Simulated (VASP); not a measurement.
A run of VASP 6.6.1:

File POSCAR:

```
ZnS
1.0
    3.9576688909      0.0000000000      0.0000000000
   -1.9788344454      3.4274417993      0.0000000000
    0.0000000000      0.0000000000      6.1040543255
Zn S
2 2
Direct
    0.3333333333      0.6666666667     -0.0048323387
    0.6666666667      0.3333333333      0.4951676613
    0.3333333333      0.6666666667      0.3798323387
    0.6666666667      0.3333333333      0.8798323387
```

INCAR.step1

```
SYSTEM = ZnS
PREC = Accurate
ENCUT = 520
ISMEAR = 0
SIGMA = 0.01
LREAL = .FALSE.
LASPH = .TRUE.
NELM = 80
NBANDS = 26
GGA = PE
ALGO = Normal
EDIFF = 1E-4
LWAVE = .TRUE.
LCHARG = .FALSE.
```

INCAR.step2

```
SYSTEM = ZnS
PREC = Accurate
ENCUT = 520
EDIFF = 1E-6
ISMEAR = 0
SIGMA = 0.01
LREAL = .FALSE.
LASPH = .TRUE.
NELM = 80
ALGO = Normal
ISIF = 2
LWAVE = .FALSE.
LCHARG = .TRUE.
METAGGA = R2SCAN
LMIXTAU = .TRUE.
LELF = .TRUE.
LVHAR = .TRUE.
NBANDS = 26
ISTART = 1
```

The input KPOINTS:

```
regular mesh
0
G
  12 12 4
  0 0 0
```

Potentials or basis: VASP PAW PBE potentials, release 64 (Zn, S).

Run with:

```bash
$ cat potpaw_PBE.64/Zn/POTCAR potpaw_PBE.64/S/POTCAR > POTCAR
$ cp INCAR.step1 INCAR
$ mpirun -np 1 vasp_std > vasp.out
$ cp INCAR.step2 INCAR
$ mpirun -np 1 vasp_std > vasp.out
```

Hardware: 1 thread of Intel(R) Xeon(R) 6975P-C (Granite Rapids), with other jobs on the host.

Task: How long does it take, and how much memory?

Result: Run time: 2.8 min on 1 thread of Intel(R) Xeon(R) 6975P-C (Granite Rapids), with other jobs on the host, peak memory 0.27 GiB. Counts: k points 57.
